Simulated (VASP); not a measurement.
A run of VASP 6.6.1:

The input INCAR:

```
ALGO = Normal
EDIFF = 1E-6
ENCUT = 500
GGA = PS
GGA_COMPAT = False
ISIF = 2
ISMEAR = -1
LASPH = True
LCHARG = False
LREAL = False
LWAVE = False
NBANDS = 12
NELM = 120
PREC = Accurate
SIGMA = 0.1
```

File KPOINTS:

```
k-points
0
Gamma
  19 19 23
```

POSCAR

```
In
1.0
   -1.6592992519      1.7029979176      2.5369275902
    1.7029979176     -1.6592992519      2.5369275902
    1.5978605220      1.5978605220     -2.5082131664
In
1
Direct
    0.0000000000      0.0000000000      0.0000000000
```

Potentials or basis: VASP PAW PBE potentials, release 64 (In_d).

Launch:

```console
$ cat potpaw_PBE.64/In_d/POTCAR > POTCAR
$ mpirun -np 1 vasp_std > vasp.out
```

Hardware: 1 thread of Intel Xeon 6975P-C, with other jobs on the host.

Problem. How long does it take, and how much memory?

Solution. Wall time 6.2 min on 1 thread of Intel Xeon 6975P-C (shared host), peak memory 0.72 GiB. Counts: scf iterations 10, k points 2190.
